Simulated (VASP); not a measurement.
A run of VASP 6.6.1:

INCAR

```
SYSTEM = RbCl
PREC = Accurate ; ENCUT = 500
EDIFF = 1E-7 ; ISMEAR = -1
SIGMA = 0.02 ; LREAL = .FALSE.
LASPH = .TRUE. ; NELM = 120
ALGO = Normal ; ISIF = 3
LWAVE = .FALSE. ; LCHARG = .FALSE.
GGA = PE ; IBRION = 2
NSW = 80 ; EDIFFG = -0.005
GGA_COMPAT = .FALSE. ; NELMIN = 4
```

File KPOINTS:

```
Automatic mesh
0
G
  6 6 6
  0 0 0
```

The input POSCAR:

```
RbCl
1.0
    0.0000000000      3.2740000000      3.2740000000
    3.2740000000      0.0000000000      3.2740000000
    3.2740000000      3.2740000000      0.0000000000
Rb Cl
1 1
Direct
    0.0000000000      0.0000000000      0.0000000000
    0.5000000000      0.5000000000      0.5000000000
```

Potentials or basis: VASP PAW PBE potentials, release 64 (Rb_sv, Cl).

Command:

```sh
$ cat potpaw_PBE.64/Rb_sv/POTCAR potpaw_PBE.64/Cl/POTCAR > POTCAR
$ mpirun -np 1 vasp_std > vasp.out
```

Hardware: 1 thread of AMD EPYC 9R45 96-Core Processor (Zen 5), on a shared host.

Q: How long does it take, and how much memory?

A: It took 34 s on 1 thread of AMD EPYC 9R45 96-Core Processor (Zen 5), with other jobs on the host, peak memory 0.18 GiB. Counts: scf iterations 39, k points 16, ion steps 4.
